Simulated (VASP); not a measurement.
Set up this calculation in VASP 6.6.1, as the native input.

```
Task                   : single point
Functional             : r2SCAN
Potentials or basis    : VASP PAW PBE potentials, release 64 (Cu, I)
Cutoff                 : 660 eV
k mesh                 : 5 × 5 × 5
Occupations            : gaussian, width 0.01 eV
Spin                   : no spin polarisation
Hubbard terms          : Cu d U = 4.0 eV
Dipole correction      : no
Further INCAR settings : ALGO = Normal; EDIFF = 1e-06; NBANDS = 16
```

The system is CuI.

```
Cu I
1.0
     0.00000    3.03150    3.03150
     3.03150    0.00000    3.03150
     3.03150    3.03150    0.00000
Cu I
1 1
Direct
  0.25000 0.25000 0.25000
  0.00000 0.00000 0.00000
```

These files were run (other wordings do the same):

POSCAR

```
CuI
1.0
    0.0000000000      3.0315000000      3.0315000000
    3.0315000000      0.0000000000      3.0315000000
    3.0315000000      3.0315000000      0.0000000000
Cu I
1 1
Direct
    0.2500000000      0.2500000000      0.2500000000
    0.0000000000      0.0000000000      0.0000000000
```

INCAR.step1

```
  PREC = Accurate
  ENCUT = 660
  ISMEAR = 0
  SIGMA = 0.01
  LREAL = F
  LASPH = T
  NELM = 200
  LMAXMIX = 4
  LDAU = T
  LDAUTYPE = 2
  LDAUL = 2 -1
  LDAUU = 4 0
  LDAUJ = 0 0
  NBANDS = 16
  GGA = PE
  ALGO = Normal
  EDIFF = 1E-5
  LWAVE = T
  LCHARG = F
  GGA_COMPAT = F
```

INCAR.step2

```
  PREC = Accurate
  ENCUT = 660
  EDIFF = 1E-6
  ISMEAR = 0
  SIGMA = 0.01
  LREAL = F
  LASPH = T
  NELM = 200
  ALGO = Normal
  ISIF = 2
  LWAVE = F
  LCHARG = F
  LMAXMIX = 4
  LDAU = T
  LDAUTYPE = 2
  LDAUL = 2 -1
  LDAUU = 4 0
  LDAUJ = 0 0
  LDAUPRINT = 1
  METAGGA = R2SCAN
  LMIXTAU = T
  NBANDS = 16
  ISTART = 1
  GGA_COMPAT = F
```

KPOINTS

```
regular mesh
0
Gamma
  5 5 5
```

Potentials or basis: VASP PAW PBE potentials, release 64 (Cu, I).

Run with:

```sh
$ cat potpaw_PBE.64/Cu/POTCAR potpaw_PBE.64/I/POTCAR > POTCAR
$ cp INCAR.step1 INCAR
$ mpirun -np 1 vasp_std > vasp.out
$ cp INCAR.step2 INCAR
$ mpirun -np 1 vasp_std > vasp.out
```

It gave:

The pressure is -0.2 GPa. The band gap on the k mesh is 2.28 eV.

Caveat: the PAW data sets were made with another functional, which shifts forces and pressure a little; spin-orbit coupling is left out, which moves the levels of the heavy elements.

It took 100 s on 1 thread of Intel Xeon 8259CL, with other jobs on the host, peak memory 0.22 GiB.
